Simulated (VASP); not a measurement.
Runs of VASP 6.6.1 on Al3Cu2. The structure is that of space group P-3m1 (No. 164), or close to it. The cells are those of the table. 

```csv
cell,gap on the mesh (eV),pressure (GPa),largest force (eV/Å)
"a = 4.150, b = 4.150, c = 4.701 Å, angles 90.0, 90.0, 120.0°, 5 atoms",none,1.9,0.32
"a = 3.961, b = 3.961, c = 5.162 Å, angles 90.0, 90.0, 120.0°, 5 atoms",none,(b),0.19
"a = 4.056, b = 4.056, c = 4.932 Å, angles 90.0, 90.0, 120.0°, 5 atoms",none,0.5,-
"a = 4.103, b = 4.103, c = 4.817 Å, angles 90.0, 90.0, 120.0°, 5 atoms",none,(a),0.15
"a = 4.198, b = 4.198, c = 4.586 Å, angles 90.0, 90.0, 120.0°, 5 atoms",none,4.1,0.55
"a = 3.914, b = 3.914, c = 5.277 Å, angles 90.0, 90.0, 120.0°, 5 atoms",none,2.8,0.27
"a = 4.008, b = 4.008, c = 5.046 Å, angles 90.0, 90.0, 120.0°, 5 atoms",none,0.9,0.11
```

Alike in all rows: task single point; level LDA; potentials or basis VASP PAW LDA potentials, release 64 (Al, Cu); no spin polarisation; k mesh 12 × 12 × 8; cutoff (eV) 520; smearing gaussian 0.15 eV.

**Question.** Fill in the values left out.

**Answer.** (a) 0.8; (b) 2.0.

Caveats: the stress differs along the axes, from -4 to 13 GPa (at least some runs); the stress differs along the axes, from -6 to 6 GPa (at least some runs); the stress differs along the axes, from -2 to 6 GPa (at least some runs); the stress differs along the axes, from -4 to 21 GPa (at least some runs); the stress differs along the axes, from -8 to 8 GPa (at least some runs); the stress differs along the axes, from -3 to 3 GPa (at least some runs).

A gap of «none» marks levels without a gap at the run's occupations.
